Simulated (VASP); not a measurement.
Input of a VASP 6.6.1 run:

POSCAR

```
GaN
1.0
    0.0000000000      2.0894987616      2.0894987616
    2.0894987616      0.0000000000      2.0894987616
    2.0894987616      2.0894987616      0.0000000000
Ga N
1 1
Direct
    0.0000000000      0.0000000000      0.0000000000
    0.5000000000      0.5000000000      0.5000000000
```

The input INCAR.step1:

```
SYSTEM = GaN
PREC = Accurate ; ENCUT = 520
EDIFF = 1E-5 ; ISMEAR = -1
SIGMA = 0.05 ; LREAL = .False.
LASPH = .True. ; NELM = 100
ALGO = Normal ; ISIF = 2
LWAVE = .True. ; GGA = PE
NBANDS = 16
```

The input INCAR.step2:

```
SYSTEM = GaN
PREC = Accurate ; ENCUT = 520
EDIFF = 1E-6 ; ISMEAR = -1
SIGMA = 0.05 ; LREAL = .False.
LASPH = .True. ; NELM = 100
ALGO = Normal ; ISIF = 2
LWAVE = .False. ; LCHARG = .True.
GGA = PS ; LHFCALC = .True.
AEXX = 0.25 ; HFSCREEN = 0.207
PRECFOCK = Normal ; LELF = .True.
LVHAR = .True. ; ISTART = 1
NBANDS = 16
```

KPOINTS

```
Automatic mesh
0
Gamma
  6 6 6
  0 0 0
```

Potentials or basis: VASP PAW PBE potentials, release 64 (Ga_d, N).

The run is started by

```bash
$ cat potpaw_PBE.64/Ga_d/POTCAR potpaw_PBE.64/N/POTCAR > POTCAR
$ cp INCAR.step1 INCAR
$ mpirun -np 1 vasp_std > vasp.out
$ cp INCAR.step2 INCAR
$ mpirun -np 1 vasp_std > vasp.out
```

What does it give for the pressure?

0.9 GPa.

Predict the band gap on the k mesh.

1.99 eV (least direct gap 4.54 eV).

Caveat: the k points lie up to 0.43 Å⁻¹ apart; the PAW data sets were made with another functional, which shifts forces and pressure a little. A k mesh can miss the band edges.
